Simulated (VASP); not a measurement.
# V (P6_3/mmc) in VASP: notebook

V is run at these levels: LDA; tasks: single point.

Program: VASP 6.6.1. These are calculated values, not measurements. Logs are shortened: lines on timing, memory, paths and dates and some standing lists are left out, and cuts for length are marked.

**1. The cell of the first run**

It takes space group P6_3/mmc (No. 194, hexagonal). The conventional cell has a = 2.438 Å, b = 2.438 Å, c = 8.822 Å, α = 90.00°, β = 90.00°, γ = 120.00°. V (site symmetry -3m) has 12 V at 2.44 to 2.62 Å within 3.2 Å. V (site symmetry -6m2) has 12 V at 2.44 to 2.62 Å within 3.2 Å.

This isn't the form of V at room conditions, which is bcc.

**2. Single point, LDA (11.36 Å³/atom)**

The input, INCAR:

```
SYSTEM = V
PREC = Accurate ; ENCUT = 520
EDIFF = 1E-6 ; ISMEAR = -1
SIGMA = 0.1 ; LREAL = .False.
LASPH = .True. ; NELM = 60
ALGO = Normal ; ISIF = 2
LWAVE = .False. ; LCHARG = .False.
NBANDS = 34
```

The input, KPOINTS:

```
regular mesh
0
Gamma
  16 16 4
  0 0 0
```

The input, POSCAR:

```
V
1.0
    2.4384730695      0.0000000000      0.0000000000
   -1.2192365347      2.1117796246      0.0000000000
    0.0000000000      0.0000000000      8.8221244122
V
4
Direct
    1.0000000000      1.0000000000      0.0000000000
    1.0000000000      0.0000000000      0.5000000000
    0.3333333333      0.6666666667      0.2500000000
    0.6666666667      0.3333333333      0.7500000000
```

Potentials or basis: VASP PAW LDA potentials, release 64 (V_sv).

Launch:

```
cat potpaw_LDA.64/V_sv/POTCAR > POTCAR
mpirun -np 1 vasp_std > vasp.out
```

OUTCAR:

```text
SYSTEM = V
   PREC = Accurate
   ENCUT = 520
   EDIFF = 1E-6
   ISMEAR = -1
   LREAL = .False.
   LASPH = .True.
   NELM = 60
   ISIF = 2

 ion  position               nearest neighbor table
   1  0.000  0.000  0.000-   3 2.62   4 2.62   3 2.62   4 2.62   4 2.62   3 2.62
   2  0.000  0.000  0.500-   3 2.62   4 2.62   3 2.62   4 2.62   4 2.62   3 2.62
   3  0.333  0.667  0.250-   1 2.62   2 2.62   1 2.62   2 2.62   1 2.62   2 2.62
   4  0.667  0.333  0.750-   1 2.62   2 2.62   1 2.62   2 2.62   1 2.62   2 2.62

  LATTYP: Found a hexagonal cell.
 ALAT       =     2.4384730695
 C/A-ratio  =     3.6178888020

  Lattice vectors:

 A1 = (   2.4384730695,   0.0000000000,   0.0000000000)
 A2 = (  -1.2192365347,   2.1117796246,   0.0000000000)
 A3 = (   0.0000000000,   0.0000000000,   8.8221244122)

Analysis of symmetry for initial positions (statically):
=====================================================================
 Subroutine PRICEL returns:
 Original cell was already a primitive cell.

 Routine SETGRP: Setting up the symmetry group for a
 hexagonal supercell.

 Subroutine GETGRP returns: Found 24 space group operations
 (whereof 12 operations were pure point group operations)
 out of a pool of 24 trial point group operations.

The static configuration has the point symmetry D_3d.
 The point group associated with its full space group is D_6h.

Analysis of symmetry for dynamics (positions and initial velocities):
=====================================================================
 Subroutine PRICEL returns:
 Original cell was already a primitive cell.

 Routine SETGRP: Setting up the symmetry group for a
 hexagonal supercell.

 Subroutine GETGRP returns: Found 24 space group operations
 (whereof 12 operations were pure point group operations)
 out of a pool of 24 trial point group operations.

The dynamic configuration has the point symmetry D_3d.
 The point group associated with its full space group is D_6h.

 Subroutine INISYM returns: Found 24 space group operations
 (whereof 12 operations are pure point group operations),
 and found     1 'primitive' translations

----------------------------------------------------------------------------------------

                                     Primitive cell

  volume of cell :      45.4297

[... 83 lines left out ...]
   PREC   = accura    normal or accurate (medium, high low for compatibility)
   ISTART =      0    job   : 0-new  1-cont  2-samecut
   ICHARG =      2    charge: 1-file 2-atom 10-const
   ISPIN  =      1    spin polarized calculation?
   LNONCOLLINEAR =      F non collinear calculations
   LSORBIT =      F    spin-orbit coupling
   LASPH  =      T    aspherical Exc in radial PAW
   ENCUT  =  520.0 eV  38.22 Ry    6.18 a.u.   4.53  4.53 16.40*2*pi/ulx,y,z
   NELM   =     60;   NELMIN=  2; NELMDL= -5     # of ELM steps
   EDIFF  = 0.1E-05   stopping-criterion for ELM
   LREAL  =      F    real-space projection
   EDIFFG = 0.1E-04   stopping-criterion for IOM
   NSW    =      0    number of steps for IOM
   IBRION =     -1    ionic relax: 0-MD 1-quasi-New 2-CG
   NFREE  =      0    steps in history (QN), initial steepest desc. (CG)
   ISIF   =      2    stress and relaxation
   ISYM   =      2    0-nonsym 1-usesym 2-fastsym
   POTIM  = 0.5000    time-step for ionic-motion
   TEBEG  =    0.0;   TEEND  =   0.0 temperature during run
   PSTRESS=    0.0 pullay stress
   NELECT =      52.0000    total number of electrons
   NUPDOWN=      -1.0000    fix difference up-down
   EMIN   =  10.00;   EMAX   =-10.00  energy-range for DOS
   EFERMI =   0.00;   METHOD = LEGACY
   ISMEAR =    -1;   SIGMA  =   0.10  broadening in eV -4-tet -1-fermi 0-gaus
   EFERMI_NEDOS =   21; number of points for ismear=-14 and -15
   IALGO  =     38    algorithm
   IMIX   =      4    mixing-type and parameters
     AMIX     =   0.40;   BMIX     =  1.00
     AMIX_MAG =   1.60;   BMIX_MAG =  1.00
  volume/ion in A,a.u.               =      11.36        76.64
  Fermi-wavevector in a.u.,A,eV,Ry     =   1.712495  3.236147 39.900988  2.932640
  Thomas-Fermi vector in A             =   2.790414
   LORBIT       =      0    0 simple, 1 ext, 2 COOP (PROOUT), +10 PAW based schemes
   GGA     = CA    functional components
   LHFCALC =     F    Hartree Fock is set to
   AEXX    =    0.0000 exact exchange contribution
   IVDW    =     0    specifies the selected vdW correction
   LEPSILON=     F    determine dielectric tensor
   LRPA    =     F    only Hartree local field effects (RPA)
 non-spin polarized calculation
  energy-cutoff  :      520.00
  volume of cell :       45.43
 maximum number of plane-waves:      1248
   NGX =  9   NGY =  9   NGZ = 33

 number of electron      51.9999991 magnetization

 Free energy of the ion-electron system (eV)
  ---------------------------------------------------
  ext. energy  EPLUGINS =         0.00000000
  ---------------------------------------------------
  free energy    TOTEN  =       -38.24310222 eV

  energy without entropy =      -38.06522844  energy(sigma->0) =      -38.15416533

 E-fermi :  12.1811     XC(G=0): -14.1776

 val. band max:       12.1767251170   @ k =   0.1875   0.1875   0.2500
 cond. band min:      12.1843255142   @ k =   0.1250   0.0625   0.5000
 fundamental gap:      0.0076003972
 Fermi energy:        12.1811037813

 k-point     1 :       0.0000    0.0000    0.0000
  band No.  band energies     occupation
      1     -51.0037      2.00000
      2     -50.8940      2.00000
      3     -50.8573      2.00000
      4     -50.7445      2.00000
      5     -25.7644      2.00000
      6     -25.1618      2.00000
[... 877 lines left out ...]
     33      14.8144      0.00000
     34      15.8735      0.00000

 [... further k-points ...]
[... 5 lines left out ...]
  --------------------------------------------------------------------------------------
  -------------------------------------------------------------------------------------
  Total        9.2251201      9.2251201      9.6049669      0.0000000      0.0000000     -0.0000000
  in kB      325.3440539    325.3440539    338.7401834      0.0000000      0.0000000     -0.0000000
  external PRESSURE =     329.8094304 kB  Pullay stress =       0.0000000 kB

 VOLUME and BASIS-vectors are now :
 -----------------------------------------------------------------------------
  energy-cutoff  :      520.00
  volume of cell :       45.43
      direct lattice vectors                 reciprocal lattice vectors
     2.438473070  0.000000000  0.000000000     0.410092698  0.236767130  0.000000000
    -1.219236535  2.111779625  0.000000000     0.000000000  0.473534259  0.000000000
     0.000000000  0.000000000  8.822124412     0.000000000  0.000000000  0.113351383

 POSITION                                       TOTAL-FORCE (eV/Angst)
 -----------------------------------------------------------------------------------
      0.00000      0.00000      0.00000         0.000000      0.000000     -0.000000
      0.00000      0.00000      4.41106         0.000000      0.000000     -0.000000
     -0.00000      1.40785      2.20553         0.000000     -0.000000     -0.000000
      1.21924      0.70393      6.61659        -0.000000     -0.000000      0.000000
 -----------------------------------------------------------------------------------
    total drift:                                0.000000     -0.000000      0.000000

  FREE ENERGIE OF THE ION-ELECTRON SYSTEM (eV)
  ---------------------------------------------------
  free  energy   TOTEN  =       -38.2431022244 eV

  energy  without entropy=      -38.0652284425  energy(sigma->0) =      -38.15416533
```

Run time: 2.1 min. Hardware: 1 thread of Intel Xeon Platinum 8488C (Sapphire Rapids), shared host; peak memory 0.21 GiB.

What came out:

| Quantity | Value |
| --- | --- |
| Free energy | -38.2431 eV |
| Pressure | 33.0 GPa |
| Band gap on the k mesh | zero (bands 26 and 27 overlap by 1.53 eV) |

Caveat: the cell stands under pressure.

**3. Single point, LDA (11.87 Å³/atom)**

This run uses another cell than the first one, of 11.87 Å³/atom.

The input, INCAR:

```
PREC = Accurate
ENCUT = 520
EDIFF = 1E-6
ISMEAR = -1
SIGMA = 0.1
LREAL = F
LASPH = T
NELM = 60
ALGO = Normal
ISIF = 2
LWAVE = F
LCHARG = T
GGA = CA
LELF = T
LVHAR = T
NBANDS = 34
```

The input, KPOINTS:

```
Automatic mesh
0
Gamma
  16 16 4
```

The input, POSCAR:

```
V
1.0
    2.4748735564      0.0000000000      0.0000000000
   -1.2374367782      2.1433033710      0.0000000000
    0.0000000000      0.0000000000      8.9538173264
V
4
Direct
    1.0000000000      1.0000000000      0.0000000000
    1.0000000000      0.0000000000      0.5000000000
    0.3333333333      0.6666666667      0.2500000000
    0.6666666667      0.3333333333      0.7500000000
```

Potentials or basis: VASP PAW LDA potentials, release 64 (V_sv).

Launch:

```
cat potpaw_LDA.64/V_sv/POTCAR > POTCAR
mpirun -np 1 vasp_std > vasp.out
```

OUTCAR:

```text
PREC = Accurate
   ENCUT = 520
   EDIFF = 1E-6
   ISMEAR = -1
   LREAL = F
   LASPH = T
   NELM = 60
   ISIF = 2
   GGA = CA

 ion  position               nearest neighbor table
   1  0.000  0.000  0.000-   3 2.66   4 2.66   4 2.66   3 2.66   4 2.66   3 2.66
   2  0.000  0.000  0.500-   3 2.66   4 2.66   4 2.66   3 2.66   4 2.66   3 2.66
   3  0.333  0.667  0.250-   1 2.66   2 2.66   1 2.66   2 2.66   1 2.66   2 2.66
   4  0.667  0.333  0.750-   1 2.66   2 2.66   1 2.66   2 2.66   1 2.66   2 2.66

  LATTYP: Found a hexagonal cell.
 ALAT       =     2.4748735564
 C/A-ratio  =     3.6178888021

  Lattice vectors:

 A1 = (   2.4748735564,   0.0000000000,   0.0000000000)
 A2 = (  -1.2374367782,   2.1433033710,   0.0000000000)
 A3 = (   0.0000000000,   0.0000000000,   8.9538173264)

Analysis of symmetry for initial positions (statically):
=====================================================================
 Subroutine PRICEL returns:
 Original cell was already a primitive cell.

 Routine SETGRP: Setting up the symmetry group for a
 hexagonal supercell.

 Subroutine GETGRP returns: Found 24 space group operations
[... 165 lines left out ...]
  ---------------------------------------------------
  free energy    TOTEN  =       -38.58379818 eV

  energy without entropy =      -38.39735423  energy(sigma->0) =      -38.49057621

 E-fermi :  11.5261     XC(G=0): -13.9205

 val. band max:       11.5240468839   @ k =   0.5000   0.0000   0.0000
 cond. band min:      11.5273954095   @ k =   0.2500   0.0625   0.0000
 fundamental gap:      0.0033485256
 Fermi energy:        11.5260802046

 k-point     1 :       0.0000    0.0000    0.0000
  band No.  band energies     occupation
      1     -51.6550      2.00000
      2     -51.5656      2.00000
      3     -51.5278      2.00000
      4     -51.4363      2.00000
      5     -26.3541      2.00000
      6     -25.8310      2.00000
[... 877 lines left out ...]
     33      14.0388      0.00000
     34      15.0293      0.00000

 [... further k-points ...]
[... 5 lines left out ...]
  --------------------------------------------------------------------------------------
  -------------------------------------------------------------------------------------
  Total        5.8846701      5.8846701      6.0577591      0.0000000     -0.0000000      0.0000000
  in kB      198.5124790    198.5124790    204.3514354      0.0000000     -0.0000000      0.0000000
  external PRESSURE =     200.4587978 kB  Pullay stress =       0.0000000 kB

 VOLUME and BASIS-vectors are now :
 -----------------------------------------------------------------------------
  energy-cutoff  :      520.00
  volume of cell :       47.49
      direct lattice vectors                 reciprocal lattice vectors
     2.474873556  0.000000000  0.000000000     0.404061047  0.233284754  0.000000000
    -1.237436778  2.143303371  0.000000000     0.000000000  0.466569508  0.000000000
     0.000000000  0.000000000  8.953817326     0.000000000  0.000000000  0.111684208

 POSITION                                       TOTAL-FORCE (eV/Angst)
 -----------------------------------------------------------------------------------
      0.00000      0.00000      0.00000         0.000000      0.000000     -0.000000
      0.00000      0.00000      4.47691         0.000000      0.000000     -0.000000
     -0.00000      1.42887      2.23845         0.000000      0.000000      0.000000
      1.23744      0.71443      6.71536        -0.000000      0.000000      0.000000
 -----------------------------------------------------------------------------------
    total drift:                                0.000000     -0.000000      0.000000

  FREE ENERGIE OF THE ION-ELECTRON SYSTEM (eV)
  ---------------------------------------------------
  free  energy   TOTEN  =       -38.5837981818 eV

  energy  without entropy=      -38.3973542292  energy(sigma->0) =      -38.49057621
```

Wall time 2.1 min (1 thread of Intel Xeon Platinum 8488C (Sapphire Rapids), shared host); peak memory 0.21 GiB.

What came out:

```
Free energy            : -38.5838 eV
Pressure               : 20.0 GPa
Band gap on the k mesh : zero (bands 26 and 27 overlap by 1.45 eV)
```

Stress tensor (GPa, compression positive):
```
19.85  0.00  0.00
 0.00 19.85  0.00
 0.00  0.00 20.44
```

Caveat: the cell stands under pressure.
